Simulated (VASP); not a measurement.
# Bi (P6_3/mmc) in VASP: relaxation of cell and atoms with revPBE

Aim: the relaxation of cell and atoms of Bi with revPBE.

Everything below comes from runs of VASP 6.6.1. Logs are shortened: lines on timing, memory, paths and dates and some standing lists are left out, and cuts for length are marked.

## Step 1: The cell of the first run

The structure is hexagonal, space group P6_3/mmc (No. 194). Conventional cell: a = 3.558 Å, b = 3.558 Å, c = 11.620 Å, α = 90.00°, β = 90.00°, γ = 120.00°. Bi (site symmetry -3m) has 12 Bi at 3.56 Å within 4.7 Å. Within 4.7 Å of Bi (site symmetry -6m2) lie 12 Bi at 3.56 Å.

This isn't the form of Bi at room conditions, which is rhombohedral.

## Step 2: Relaxation of cell and atoms, revPBE

Contents of INCAR:

```
SYSTEM = Bi
PREC     = Accurate       ! precision mode
ENCUT    = 600            ! plane-wave cutoff, eV
EDIFF    = 1E-6           ! SCF threshold, eV
ISMEAR   = -1             ! smearing method
SIGMA    = 0.1            ! smearing width, eV
LREAL    = .FALSE.        ! projectors in reciprocal space
LASPH    = .TRUE.         ! aspherical terms in the spheres
NELM     = 100            ! most SCF steps
ALGO     = Normal         ! electronic algorithm
ISIF     = 3              ! what is computed and relaxed
LWAVE    = .FALSE.        ! write WAVECAR
LCHARG   = .FALSE.        ! write CHGCAR
GGA      = RE             ! functional
IBRION   = 2              ! ionic algorithm
NSW      = 80             ! ionic steps
EDIFFG   = -0.01          ! ionic threshold
```

Contents of KPOINTS:

```
Automatic mesh
0
G
  10 10 3
  0 0 0
```

Contents of POSCAR:

```
Bi
1.0
    3.5579831475      0.0000000000      0.0000000000
   -1.7789915738      3.0813037920      0.0000000000
    0.0000000000      0.0000000000     11.6203729598
Bi
4
Direct
    0.0000000000      0.0000000000      0.0000000000
    0.0000000000      0.0000000000      0.5000000000
    0.3333333333      0.6666666667      0.2500000000
    0.6666666667      0.3333333333      0.7500000000
```

Potentials or basis: VASP PAW PBE potentials, release 64 (Bi_d).

On the command line:

```sh
> cat potpaw_PBE.64/Bi_d/POTCAR > POTCAR
> mpirun -np 1 vasp_std > vasp.out
```

OUTCAR:

```text
SYSTEM = Bi
   PREC = Accurate
   ENCUT = 600
   EDIFF = 1E-6
   ISMEAR = -1
   LREAL = .FALSE.
   LASPH = .TRUE.
   NELM = 100
   ISIF = 3
   GGA = RE
   IBRION = 2
   NSW = 80
   EDIFFG = -0.01

 ion  position               nearest neighbor table
   1  0.000  0.000  0.000-   3 3.56   4 3.56   4 3.56   3 3.56   4 3.56   3 3.56
   2  0.000  0.000  0.500-   3 3.56   4 3.56   4 3.56   3 3.56   4 3.56   3 3.56
   3  0.333  0.667  0.250-   1 3.56   2 3.56   1 3.56   2 3.56   1 3.56   2 3.56
   4  0.667  0.333  0.750-   1 3.56   2 3.56   1 3.56   2 3.56   1 3.56   2 3.56

  LATTYP: Found a hexagonal cell.
 ALAT       =     3.5579831475
 C/A-ratio  =     3.2660000000

  Lattice vectors:

 A1 = (   3.5579831475,   0.0000000000,   0.0000000000)
 A2 = (  -1.7789915738,   3.0813037920,   0.0000000000)
 A3 = (   0.0000000000,   0.0000000000,  11.6203729598)

Analysis of symmetry for initial positions (statically):
=====================================================================
 Subroutine PRICEL returns:
 Original cell was already a primitive cell.

 Routine SETGRP: Setting up the symmetry group for a
 hexagonal supercell.

 Subroutine GETGRP returns: Found 24 space group operations
 (whereof 12 operations were pure point group operations)
 out of a pool of 24 trial point group operations.

The static configuration has the point symmetry D_3d.
 The point group associated with its full space group is D_6h.

Analysis of symmetry for dynamics (positions and initial velocities):
=====================================================================
 Subroutine PRICEL returns:
 Original cell was already a primitive cell.

 Routine SETGRP: Setting up the symmetry group for a
 hexagonal supercell.

 Subroutine GETGRP returns: Found 24 space group operations
 (whereof 12 operations were pure point group operations)
 out of a pool of 24 trial point group operations.

The dynamic configuration has the point symmetry D_3d.
 The point group associated with its full space group is D_6h.

 Subroutine INISYM returns: Found 24 space group operations
 (whereof 12 operations are pure point group operations),
 and found     1 'primitive' translations

----------------------------------------------------------------------------------------

                                     Primitive cell

  volume of cell :     127.3968

  direct lattice vectors                    reciprocal lattice vectors
     3.557983147  0.000000000  0.000000000     0.281058105  0.162268972  0.000000000
    -1.778991574  3.081303792  0.000000000     0.000000000  0.324537945  0.000000000
     0.000000000  0.000000000 11.620372960     0.000000000  0.000000000  0.086055758

  length of vectors
     3.557983147  3.557983148 11.620372960     0.324537945  0.324537945  0.086055758

  position of ions in fractional coordinates (direct lattice)
     0.000000000  0.000000000  0.000000000
     0.000000000  0.000000000  0.500000000
     0.333333333  0.666666667  0.250000000
     0.666666667  0.333333333  0.750000000

  ion indices of the primitive-cell ions
   primitive index   ion index
                 1           1
                 2           2
                 3           3
                 4           4

----------------------------------------------------------------------------------------

 KPOINTS: Automatic mesh

Automatic generation of k-mesh.
 Grid dimensions read from file:
 generate k-points for:   10   10    3

 Generating k-lattice:

  Cartesian coordinates                     Fractional coordinates (reciprocal lattice)
     0.028105810  0.016226897  0.000000000     0.100000000  0.000000000  0.000000000
     0.000000000  0.032453794  0.000000000     0.000000000  0.100000000  0.000000000
     0.000000000  0.000000000  0.028685253     0.000000000  0.000000000  0.333333333

  Length of vectors
     0.032453794  0.032453794  0.028685253

  Shift w.r.t. Gamma in fractional coordinates (k-lattice)
     0.000000000  0.000000000  0.000000000

 Subroutine IBZKPT returns following result:
 ===========================================

 Found     28 irreducible k-points:

 Following reciprocal coordinates:
            Coordinates               Weight
  0.000000  0.000000  0.000000      1.000000
  0.100000 -0.000000  0.000000      6.000000
  0.200000 -0.000000  0.000000      6.000000
  0.300000  0.000000  0.000000      6.000000
  0.400000  0.000000  0.000000      6.000000
  0.500000  0.000000  0.000000      3.000000
[... 16 lines left out ...]
  0.300000  0.100000  0.333333     24.000000
  0.400000  0.100000  0.333333     24.000000
 [... further k-points ...]
   k-points           NKPTS =     28   k-points in BZ     NKDIM =     28   number of bands    NBANDS=     36
   number of dos      NEDOS =    301   number of ions     NIONS =      4
   total plane-waves  NPLWV =  75264
   dimension x,y,z NGX =    28 NGY =   28 NGZ =   96
   dimension x,y,z NGXF=    56 NGYF=   56 NGZF=  192
   ions per type =               4
   NGX,Y,Z   is equivalent  to a cutoff of  13.08, 13.08, 13.73 a.u.
   NGXF,Y,Z  is equivalent  to a cutoff of  26.17, 26.17, 27.47 a.u.
 SYSTEM =  Bi
   PREC   = accura    normal or accurate (medium, high low for compatibility)
   ISTART =      0    job   : 0-new  1-cont  2-samecut
   ICHARG =      2    charge: 1-file 2-atom 10-const
   ISPIN  =      1    spin polarized calculation?
   LNONCOLLINEAR =      F non collinear calculations
   LSORBIT =      F    spin-orbit coupling
   LASPH  =      T    aspherical Exc in radial PAW
   ENCUT  =  600.0 eV  44.10 Ry    6.64 a.u.   7.11  7.11 23.21*2*pi/ulx,y,z
   NELM   =    100;   NELMIN=  2; NELMDL= -5     # of ELM steps
   EDIFF  = 0.1E-05   stopping-criterion for ELM
   LREAL  =      F    real-space projection
   EDIFFG = -.1E-01   stopping-criterion for IOM
   NSW    =     80    number of steps for IOM
   IBRION =      2    ionic relax: 0-MD 1-quasi-New 2-CG
   NFREE  =      1    steps in history (QN), initial steepest desc. (CG)
   ISIF   =      3    stress and relaxation
   ISYM   =      2    0-nonsym 1-usesym 2-fastsym
   POTIM  = 0.5000    time-step for ionic-motion
   TEBEG  =    0.0;   TEEND  =   0.0 temperature during run
   PSTRESS=    0.0 pullay stress
   NELECT =      60.0000    total number of electrons
   NUPDOWN=      -1.0000    fix difference up-down
   EMIN   =  10.00;   EMAX   =-10.00  energy-range for DOS
   EFERMI =   0.00;   METHOD = LEGACY
   ISMEAR =    -1;   SIGMA  =   0.10  broadening in eV -4-tet -1-fermi 0-gaus
   EFERMI_NEDOS =   21; number of points for ismear=-14 and -15
   IALGO  =     38    algorithm
   IMIX   =      4    mixing-type and parameters
     AMIX     =   0.40;   BMIX     =  1.00
     AMIX_MAG =   1.60;   BMIX_MAG =  1.00
  volume/ion in A,a.u.               =      31.85       214.93
  Fermi-wavevector in a.u.,A,eV,Ry     =   1.273715  2.406973 22.073427  1.622351
  Thomas-Fermi vector in A             =   2.406523
   LORBIT       =      0    0 simple, 1 ext, 2 COOP (PROOUT), +10 PAW based schemes
   GGA     = RE    functional components
   LHFCALC =     F    Hartree Fock is set to
   AEXX    =    0.0000 exact exchange contribution
   IVDW    =     0    specifies the selected vdW correction
   LEPSILON=     F    determine dielectric tensor
   LRPA    =     F    only Hartree local field effects (RPA)
 conjugate gradient relaxation of ions
 non-spin polarized calculation
  energy-cutoff  :      600.00
  volume of cell :      127.40
 maximum number of plane-waves:      4277
   NGX = 15   NGY = 15   NGZ = 47

--------------------------------------- Ionic step        1  -------------------------------------------

 number of electron      59.9999991 magnetization

 Free energy of the ion-electron system (eV)
  ---------------------------------------------------
  ext. energy  EPLUGINS =         0.00000000
  ---------------------------------------------------
  free energy    TOTEN  =       -13.63842186 eV

  energy without entropy =      -13.55061413  energy(sigma->0) =      -13.59451799

------------------------ aborting loop because EDIFF is reached ----------------------------------------

  FORCE on cell =-STRESS in cart. coord.  units (eV):
  Direction    XX          YY          ZZ          XY          YZ          ZX
  --------------------------------------------------------------------------------------
  -------------------------------------------------------------------------------------
  Total        0.2559328      0.2559328      1.2155317     -0.0000000      0.0000000     -0.0000000
  in kB        3.2186823      3.2186823     15.2868636     -0.0000000      0.0000000     -0.0000000
  external PRESSURE =       7.2414094 kB  Pullay stress =       0.0000000 kB
[... 137 lines left out ...]
  energy  without entropy=      -13.5659710416  energy(sigma->0) =      -13.60814263

--------------------------------------- Ionic step        5  -------------------------------------------

 number of electron      59.9999995 magnetization

 Free energy of the ion-electron system (eV)
  ---------------------------------------------------
  ext. energy  EPLUGINS =         0.00000000
  ---------------------------------------------------
  free energy    TOTEN  =       -13.65064648 eV

  energy without entropy =      -13.56721316  energy(sigma->0) =      -13.60892982

 E-fermi :   7.6082     XC(G=0): -10.0560

 val. band max:        7.5454046675   @ k =   0.4000   0.1000   0.3333
 cond. band min:       7.6106705821   @ k =   0.2000   0.2000   0.3333
 fundamental gap:      0.0652659146
 Fermi energy:         7.6082334818

 k-point     1 :       0.0000    0.0000    0.0000
  band No.  band energies     occupation
      1     -15.5168      2.00000
      2     -15.5134      2.00000
      3     -15.5075      2.00000
      4     -15.5075      2.00000
      5     -15.5060      2.00000
      6     -15.5060      2.00000
[... 925 lines left out ...]
     35       9.4523      0.00000
     36       9.9718      0.00000

 [... further k-points ...]
[... 5 lines left out ...]
  --------------------------------------------------------------------------------------
  -------------------------------------------------------------------------------------
  Total        0.0051947      0.0051947      0.0026684     -0.0000000      0.0000000      0.0000000
  in kB        0.0643677      0.0643677      0.0330644     -0.0000000      0.0000000      0.0000000
  external PRESSURE =       0.0539333 kB  Pullay stress =       0.0000000 kB
[... 19 lines left out ...]
  FREE ENERGIE OF THE ION-ELECTRON SYSTEM (eV)
  ---------------------------------------------------
  free  energy   TOTEN  =       -13.6506464762 eV

  energy  without entropy=      -13.5672131616  energy(sigma->0) =      -13.60892982

 reached required accuracy - stopping structural energy minimisation
```

Run time: 6.3 min. Hardware: 1 thread of Intel Xeon Platinum 8488C (Sapphire Rapids), shared host; peak memory 0.33 GiB.

What came out:

```
Free energy                           : -13.6506 eV
Relaxed volume                        : 32.33 Å³/atom
Relaxed cell                          : a = 3.546 Å, b = 3.546 Å, c = 11.871 Å, α = 90.00°, β = 90.00°, γ = 120.00°
Space group after relaxing (to 0.1 Å) : P6_3/mmc (No. 194)
Energy gained by relaxing             : 3.1 meV/atom
Ionic steps                           : 5
Pressure after relaxing               : 0.0 GPa
Band gap on the k mesh                : zero (bands 30 and 31 overlap by 5.79 eV)
```

Step by step:
```csv
step,energy change (eV),largest force (eV/Å),pressure (GPa),volume (Å³)
1,0.0000,0.0000,0.72,127.40
2,-0.0090,0.0000,-0.33,130.06
3,-0.0090,0.0000,-0.26,129.89
4,-0.0119,0.0000,-0.08,129.49
5,-0.0122,0.0000,0.01,129.30
```

Final structure:
```
CELL_PARAMETERS angstrom
3.54643 0.00000 0.00000
-1.77322 3.07130 0.00000
0.00000 0.00000 11.87105
ATOMIC_POSITIONS crystal
Bi 0.00000 0.00000 0.00000
Bi 0.00000 0.00000 0.50000
Bi 0.33333 0.66667 0.25000
Bi 0.66667 0.33333 0.75000
```

Caveat: the PAW data sets were made with another functional, which shifts forces and pressure a little; spin-orbit coupling is left out, which moves the levels of the heavy elements.

The gap in the log of VASP goes by the Fermi energy; the results here count the filled bands.